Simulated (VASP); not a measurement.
Input of a VASP 6.6.1 run:

File INCAR:

```
ALGO = Normal ; EDIFF = 1E-7
EDIFFG = -0.01 ; ENCUT = 600
GGA = PE ; IBRION = 2
ISIF = 3 ; ISMEAR = 0
LASPH = True ; LCHARG = False
LREAL = False ; LWAVE = False
NELM = 100 ; NSW = 100
PREC = Accurate ; SIGMA = 0.1
```

Contents of KPOINTS:

```
k-points
0
Gamma
  18 18 4
```

Contents of POSCAR:

```
Si5F
1.0
    2.6686075624      0.0000000000      0.0000000000
   -1.3343037812      2.3110819418      0.0000000000
    0.0000000000      0.0000000000     13.2949399516
Si F
5 1
Direct
    0.6666666667      0.3333333333      0.8535489117
    0.3333333333      0.6666666667      0.6760320096
    0.6666666667      0.3333333333      0.5000000000
    0.3333333333      0.6666666667      0.3239679904
    0.6666666667      0.3333333333      0.1464510883
    0.3333333333      0.6666666667      0.0000000000
```

Potentials or basis: VASP PAW PBE potentials, release 64 (Si, F).

Run with:

```console
$ cat potpaw_PBE.64/Si/POTCAR potpaw_PBE.64/F/POTCAR > POTCAR
$ mpirun -np 1 vasp_std > vasp.out
```

Problem. What does it give for the relaxed cell?

Solution. a = 2.681 Å, b = 2.681 Å, c = 13.116 Å, α = 90.00°, β = 90.00°, γ = 120.00°.

Problem. Predict the space group after relaxing (to 0.1 Å).

Solution. P-6m2 (No. 187).

Problem. Estimate the relaxed volume.

Solution. 13.60 Å³/atom.

The path:
```tsv
step	energy change (eV)	largest force (eV/Å)	pressure (GPa)	volume (Å³)
1	0.0000	0.0694	-0.31	81.99
2	-0.0040	0.0841	0.04	81.68
3	-0.0052	0.1234	0.36	81.40
4	-0.0074	0.0801	0.05	81.66
5	-0.0081	0.0407	-0.25	81.90
6	-0.0088	0.0135	-0.03	81.63
7	-0.0088	0.0130	0.01	81.58
8	-0.0088	0.0102	0.01	81.59
9	-0.0089	0.0055	-0.02	81.63
```

Caveat: the highest band is partly filled, so the run has too few bands.
